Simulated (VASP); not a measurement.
A run of VASP 6.6.1 is set up as follows.

The input INCAR:

```
SYSTEM = MgC2
  ALGO = Normal
  EDIFF = 1E-7
  ENCUT = 520
  GGA = PS
  ISIF = 2
  ISMEAR = 1
  LASPH = .TRUE.
  LCHARG = .FALSE.
  LREAL = .FALSE.
  LWAVE = .FALSE.
  NBANDS = 12
  NELM = 80
  PREC = Accurate
  SIGMA = 0.01
```

KPOINTS

```
k-points
0
G
  5 5 3
  0 0 0
```

File POSCAR:

```
MgC2
1.0
    2.6199952605      0.0000000000      0.0000000000
   -1.3099976302      2.2689824534      0.0000000000
    0.0000000000      0.0000000000      4.2344913332
Mg C
1 2
Direct
    0.0000000000      0.0000000000      0.0000000000
    0.3333333333      0.6666666667      0.4476877938
    0.6666666667      0.3333333333      0.5523122062
```

Potentials or basis: VASP PAW PBE potentials, release 64 (Mg, C).

The run is started by

```console
$ cat potpaw_PBE.64/Mg/POTCAR potpaw_PBE.64/C/POTCAR > POTCAR
$ mpirun -np 1 vasp_std > vasp.out
```

**Question.** Estimate the largest force.

**Answer.** 0.027 eV/Å.

**Question.** Estimate the pressure.

**Answer.** 0.4 GPa.

**Question.** Estimate the band gap on the k mesh.

**Answer.** 1.93 eV (least direct gap 3.15 eV).

Forces in eV/Å, atoms in the order of the input:
```
Mg   0.000  0.000  0.000
C    0.000  0.000 -0.027
C    0.000  0.000  0.027
```

Caveat: the k points lie up to 0.55 Å⁻¹ apart; the PAW data sets were made with another functional, which shifts forces and pressure a little. A k mesh can miss the band edges.
